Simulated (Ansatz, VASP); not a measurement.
# One calculation of BN, two programs

```
CELL_PARAMETERS angstrom
0.00000 1.81300 1.81300
1.81300 0.00000 1.81300
1.81300 1.81300 0.00000
ATOMIC_POSITIONS crystal
B 0.00000 0.00000 0.00000
N 0.75000 0.75000 0.75000
```

Alike in both runs: task relaxation of cell and atoms; functional PBEsol; k mesh 12 × 12 × 12; occupations gaussian, width 0.02 eV; no spin polarisation.

|  | VASP | Ansatz |
| --- | --- | --- |
| version | VASP 6.6.1 | Ansatz 0.2.0 |
| potentials or method | VASP PAW PBE potentials, release 64 (B, N), cutoff 600 eV | scalar-relativistic, plane waves, PAW |
| valence electrons in the cell | 8 | 8 |

|  | VASP | Ansatz | Ansatz less VASP |
| --- | --- | --- | --- |
| gap on the k mesh at the Fermi level, each at its own relaxed structure (eV) | 4.28 | 4.29 | +0.009 |
| relaxed volume (Å³/atom) | 5.86 | 5.86 | -0.007 |
| relaxed cell length with the largest relative difference (Å) | 2.550 | 2.549 | -0.0010 |

VASP's potentials were made for PBE, not for PBEsol, and Ansatz warns of the same on its side.
